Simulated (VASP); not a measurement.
Hf: single point with PBEsol

The system is Hf.

```
CELL_PARAMETERS angstrom
-1.65385 1.65385 2.15000
1.65385 -1.65385 2.15000
1.65385 1.65385 -2.15000
ATOMIC_POSITIONS crystal
Hf 0.00000 0.00000 0.00000
```

This cell differs from its parent crystal: ratio of the length along z to the lengths across it x 1.3, volume and fractional coordinates fixed.

```yaml
Program: VASP 6.6.1
Task: single point
Functional: PBEsol
Potentials_or_basis: VASP PAW PBE potentials, release 64 (Hf_pv)
Cutoff: 520 eV
k_mesh: 20 × 20 × 20
Occupations: gaussian, width 0.15 eV
Spin: no spin polarisation
Dipole_correction: no
Further_INCAR_settings: ALGO = Fast; EDIFF = 1e-06; NBANDS = 11
```

```yaml
Pressure: -8.5 GPa
Band_gap_on_the_k_mesh: zero (bands 5 and 6 overlap by 1.92 eV)
```

Stress tensor (GPa, compression positive):
```
-9.72  0.00  0.00
 0.00 -9.72  0.00
 0.00  0.00 -6.00
```

Levels at points of the mesh, in eV from the Fermi level:
```tsv
k point	band 2	band 3	band 4	band 5	band 6	band 7	band 8	band 9
(0.00, 0.00, 0.00)	-30.14	-30.14	-7.03	1.14	1.14	2.00	3.31	4.50
(0.50, 0.00, 0.00)	-30.28	-30.19	-3.48	0.49	0.67	1.72	5.62	6.28
(0.50, 0.50, 0.00)	-30.41	-30.31	-3.12	-1.82	1.89	5.79	6.06	6.94
(0.50, 0.50, 0.50)	-30.46	-30.46	-2.90	-2.08	3.22	5.93	6.54	6.54
```

It took 74 s on 1 thread of AMD EPYC 9R45 96-Core Processor (Zen 5), with other jobs on the host, peak memory 0.24 GiB.

Caveat: the cell stands under tension; the PAW data sets were made with another functional, which shifts forces and pressure a little; spin-orbit coupling is left out, which moves the levels of the heavy elements.
